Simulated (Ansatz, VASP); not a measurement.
# BP in VASP and in Ansatz

Contents of INCAR:

```
SYSTEM = BP
  PREC = Accurate
  ENCUT = 520
  EDIFF = 1E-7
  ISMEAR = -1
  SIGMA = 0.02
  LREAL = .FALSE.
  LASPH = .TRUE.
  NELM = 80
  ALGO = Normal
  ISIF = 2
  LWAVE = .FALSE.
  LCHARG = .FALSE.
  GGA = PE
  NBANDS = 11
```

File KPOINTS:

```
regular mesh
0
G
  5 5 5
  0 0 0
```

Contents of POSCAR:

```
BP
1.0
    0.0000000000      2.2690000000      2.2690000000
    2.2690000000      0.0000000000      2.2690000000
    2.2690000000      2.2690000000      0.0000000000
P B
1 1
Direct
    0.7500000000      0.7500000000      0.7500000000
    0.0000000000      0.0000000000      0.0000000000
```

Contents of input.yaml:

```yaml
crystal:
  lattice:
    - [0.0, 2.269, 2.269]
    - [2.269, 0.0, 2.269]
    - [2.269, 2.269, 0.0]
  atoms:
    - { symbol: P, position: [0.75, 0.75, 0.75] }
    - { symbol: B, position: [0.0, 0.0, 0.0] }
kpoints:
  mp_grid: { grid: [5, 5, 5] }
scf:
  occupations: { method: fermi_dirac, width: 0.02 }
hamiltonian:
  xc: pbe
  pseudopotentials: { kind: all_electron, lapw: { basis_error: 0.002 } }
output:
  forces: true
  stress: true
  eigenvalues: true
```

Alike in both runs: task single point; functional PBE; k mesh 5 × 5 × 5; occupations fermi-dirac, width 0.02 eV; no spin polarisation.

|  | VASP | Ansatz |
| --- | --- | --- |
| version | VASP 6.6.1 | Ansatz 0.2.0 |
| potentials or method | VASP PAW PBE potentials, release 64 (P, B), cutoff 520 eV | all-electron LAPW, scalar-relativistic |

Ansatz gave:

| Item | Value |
| --- | --- |
| gap on the k mesh at the Fermi level (eV) | 1.24 |
| least direct gap on the mesh (eV) | 3.40 |
| pressure (GPa) | 1.5 |

What did VASP give for the same quantities?

gap on the k mesh at the Fermi level (eV): 1.23; least direct gap on the mesh (eV): 3.39; pressure (GPa): 1.3.

Ansatz ran all-electron here, and VASP with PAW potentials.

The k mesh is coarse, so the values compare programs but aren't converged.
